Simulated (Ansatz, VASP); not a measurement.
## Ge in VASP and in Ansatz

```
Ge
1.0
     3.99759    0.00000    0.00000
    -1.99879    3.46201    0.00000
     0.00000    0.00000    6.53338
Ge
4
Cartesian
  1.9988 1.1540 0.4110
  0.0000 2.3080 3.6777
  1.9988 1.1540 2.8557
  0.0000 2.3080 6.1224
```

Change from the starting cell: zz strain of -1 %, crystal datasets.

Alike in both runs: task electric field gradients; functional PBE; k mesh 11 × 11 × 6; occupations fermi-dirac, width 0.05 eV; no spin polarisation.

```csv
,VASP,Ansatz
version,VASP 6.6.1,Ansatz 0.2.0
potentials or method,"VASP PAW PBE potentials, release 64 (Ge_d), cutoff 520 eV","all-electron PAW with datasets made for the crystal, scalar-relativistic"
```

Ansatz gave:

```
pressure (GPa)                                                : 3.7
traceless stress, the component that is largest in VASP (GPa) : 1.19
rms of the force components (eV/Å)                            : 0.056
size of Vzz on the site where it differs most (V/Å²)          : 1.6
```

Problem. Estimate VASP's values.

Solution. Pressure (GPa): 3.6; traceless stress, the component that is largest in VASP (GPa): 1.20; rms of the force components (eV/Å): 0.056; size of Vzz on the site where it differs most (V/Å²): 1.4.

Atom by atom the forces differ by 0.000 eV/Å (rms over components). Ansatz ran all-electron here, and VASP with PAW potentials.
